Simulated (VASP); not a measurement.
A run of VASP 6.6.1:

INCAR

```
SYSTEM = Ca
ALGO     = Fast           ! electronic algorithm
EDIFF    = 1E-6           ! SCF threshold, eV
ENCUT    = 520            ! plane-wave cutoff, eV
GGA      = PE             ! functional
ISIF     = 2              ! what is computed and relaxed
ISMEAR   = 0              ! smearing method
LASPH    = .TRUE.         ! aspherical terms in the spheres
LCHARG   = .FALSE.        ! write CHGCAR
LREAL    = .FALSE.        ! projectors in reciprocal space
LWAVE    = .FALSE.        ! write WAVECAR
NBANDS   = 11             ! bands
NELM     = 60             ! most SCF steps
PREC     = Accurate       ! precision mode
SIGMA    = 0.1            ! smearing width, eV
```

The input KPOINTS:

```
k-points
0
G
  18 18 18
  0 0 0
```

POSCAR

```
Ca
1.0
   -2.2437794292      2.2437794292      2.0898313254
    2.2437794292     -2.2437794292      2.0898313254
    2.2437794292      2.2437794292     -2.0898313254
Ca
1
Direct
    0.0000000000      0.0000000000      0.0000000000
```

Potentials or basis: VASP PAW PBE potentials, release 64 (Ca_sv).

Run with:

```sh
$ cat potpaw_PBE.64/Ca_sv/POTCAR > POTCAR
$ mpirun -np 1 vasp_std > vasp.out
```

Hardware: 1 thread of Intel(R) Xeon(R) Platinum 8375C CPU @ 2.90GHz (Ice Lake) (shared host).

Estimate the wall time of this run.

It took 120 s on 1 thread of Intel(R) Xeon(R) Platinum 8375C CPU @ 2.90GHz (Ice Lake) (shared host), peak memory 0.33 GiB. Counts: scf iterations 13, k points 480.
